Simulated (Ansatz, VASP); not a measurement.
**Ni: VASP beside Ansatz**

INCAR

```
SYSTEM = Ni
  ALGO = Normal
  EDIFF = 1E-6
  ENCUT = 520
  GGA = PS
  ISIF = 2
  ISMEAR = -1
  ISPIN = 2
  LASPH = .TRUE.
  LCHARG = .FALSE.
  LMAXMIX = 4
  LORBIT = 11
  LREAL = .FALSE.
  LWAVE = .FALSE.
  MAGMOM = 1.5 1.5
  NBANDS = 21
  NELM = 150
  PREC = Accurate
  SIGMA = 0.1
```

KPOINTS

```
k-points
0
G
  13 13 7
  0 0 0
```

Contents of POSCAR:

```
Ni
1.0
    2.4682555126      0.0000000000      0.0000000000
   -1.2341272521      2.1375718690      0.0000000000
    0.0000000000      0.0000000000      4.1064690967
Ni
2
Direct
    0.3333333333      0.6666666667      0.2500000000
    0.6666666667      0.3333333333      0.7500000000
```

Input for Ansatz:

```yaml
crystal:
  lattice:
    - [2.468255512558225, 0.0, 0.0]
    - [-1.2341272521466935, 2.137571868973071, 0.0]
    - [0.0, 0.0, 4.106469096732849]
  atoms:
    - { symbol: Ni, position: [0.3333333333333333, 0.6666666666666666, 0.25], spin: 1.5 }
    - { symbol: Ni, position: [0.6666666666666666, 0.3333333333333333, 0.75], spin: 1.5 }
basis:
  ecutwfc: 500.0
kpoints:
  mp_grid:
    grid: [13, 13, 7]
hamiltonian:
  xc: pbesol
  pseudopotentials:
    kind: paw
magnetization:
  spin_polarized: true
scf:
  occupations:
    method: fermi_dirac
    width: 0.1
output:
  stress: true
```

Alike in both runs: task single point; functional PBEsol; k mesh 13 × 13 × 7; occupations fermi-dirac, width 0.1 eV; collinear spin.

```csv
,VASP,Ansatz
version,VASP 6.6.1,Ansatz 0.2.0
potentials or method,"VASP PAW PBE potentials, release 64 (Ni), cutoff 520 eV","plane waves, PAW"
valence electrons in the cell,20,36
```

```tsv
	VASP	Ansatz	Ansatz less VASP
pressure (GPa)	-7.8	-7.8	0.00
traceless stress, the component that is largest in VASP (GPa)	-2.19	-2.16	+0.026
net moment per atom (μB)	0.62	0.63	+0.011
size of the moment on the site where the two differ most (μB)	0.63	0.66	+0.037
```

VASP's potentials were made for PBE, not for PBEsol. Site moments also hang on the region over which each program counts them. The functional is the same, so the differences come from potentials, cutoffs and numerics. VASP's potentials hold 20 valence electrons a cell and Ansatz's 36, so a difference there can come from the potentials and not from the codes.
